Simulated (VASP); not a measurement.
The system is GaAsSe2.

```
Ga As Se
1.0
     4.15235    0.00000    0.00000
    -2.07617    3.59604    0.00000
     0.00000    0.00000    7.69056
Ga As Se
1 1 2
Direct
  0.00000 0.00000 0.00000
  0.00000 0.00000 0.50000
  0.00000 0.00000 0.27787
  0.00000 0.00000 0.72213
```

The cell was generated, and may not be a known phase.

```yaml
Program: VASP 6.6.1
Task: relaxation of cell and atoms
Functional: PBE
Potentials_or_basis: VASP PAW PBE potentials, release 64 (Ga_d, As, Se)
Cutoff: 600 eV
k_mesh: 6 × 6 × 2
Occupations: gaussian, width 0.1 eV
Spin: no spin polarisation
```

At the start: pressure 60.0 GPa; volume 28.71 Å³/atom.

**Question.** How do energy, volume and symmetry change on relaxing?

**Answer.** Over 39 steps the energy falls by 3823.4 meV/atom and the volume is 21.84 Å³/atom (-23.9 %); space group P6/mmm (No. 191, to 0.1 Å) before and after.

Step by step:
```
step  energy change (eV)  largest force (eV/Å)  pressure (GPa)  volume (Å³)
   1              0.0000               25.5396           60.04       114.84
   2             -4.8770                1.9988          -13.13       287.17
   3            -11.1995                6.7780            5.36       186.42
   4            -11.6968                4.2323            1.64       208.22
   5            -11.5254                2.9744           -0.91       224.89
   6            -11.5735                3.1331           -0.55       222.74
   7            -11.4323                1.5497           -6.92       217.52
   8            -11.8611                0.3982           -3.76       220.72
   9            -12.5409                0.1670           -3.58       191.06
  10            -13.2983                0.2428           -2.55       150.68
  11            -13.6711                4.0414           15.05        87.43
  12            -13.8537                2.0120            2.84       109.74
  13            -13.8647                2.7512            7.28        99.40
  14            -14.1773                2.9850            7.86        93.93
  15            -14.1555                1.2860           19.91        78.44
  16            -14.4927                2.3357           11.08        87.22
  17            -14.5031                2.1136           12.03        85.34
  18            -14.8069                1.4135            8.14        88.51
  19            -15.0871                0.4312            1.64        95.14
  20            -15.0983                0.2777            0.45        96.63
  21            -15.0986                0.2510            0.20        96.92
  22            -15.1096                0.2736           -0.08        97.15
  23            -15.1246                0.3388           -0.81        97.82
  24            -15.1334                0.3503           -0.60        97.20
  25            -15.1549                0.3872            0.10        95.38
  26            -15.1774                0.4782            1.61        91.79
  27            -15.1791                0.5259            2.37        90.13
  28            -15.1840                0.5146            2.33        90.02
  29            -15.1981                0.4824            2.20        89.68
  30            -15.2236                0.4207            1.97        89.00
  31            -15.2627                0.2883            1.62        87.65
  32            -15.2852                0.0597            1.36        84.93
  33            -15.2912                0.0458            0.41        86.26
  34            -15.2917                0.0393           -0.02        86.84
  35            -15.2917                0.0408            0.11        86.72
  36            -15.2917                0.0402            0.04        86.76
  37            -15.2925                0.0174            0.03        86.92
  38            -15.2936                0.0418           -0.17        87.41
  39            -15.2936                0.0362           -0.16        87.37
```

Final structure:
```
CELL_PARAMETERS angstrom
2.84438 0.00000 0.00000
-1.42219 2.46330 0.00000
0.00000 0.00000 12.46903
ATOMIC_POSITIONS crystal
Ga 0.00000 0.00000 0.00000
As 0.00000 0.00000 0.50000
Se 0.00000 0.00000 0.22112
Se 0.00000 0.00000 0.77888
```

Caveat: the k points lie up to 0.43 Å⁻¹ apart in the final cell, too coarse for converged energies and pressures of a metal; the volume moved by over 15 % at a fixed basis, so the end points are rough; this functional lacks dispersion, which binds layers or chains, so the pressure and a relaxed spacing across them are unreliable.
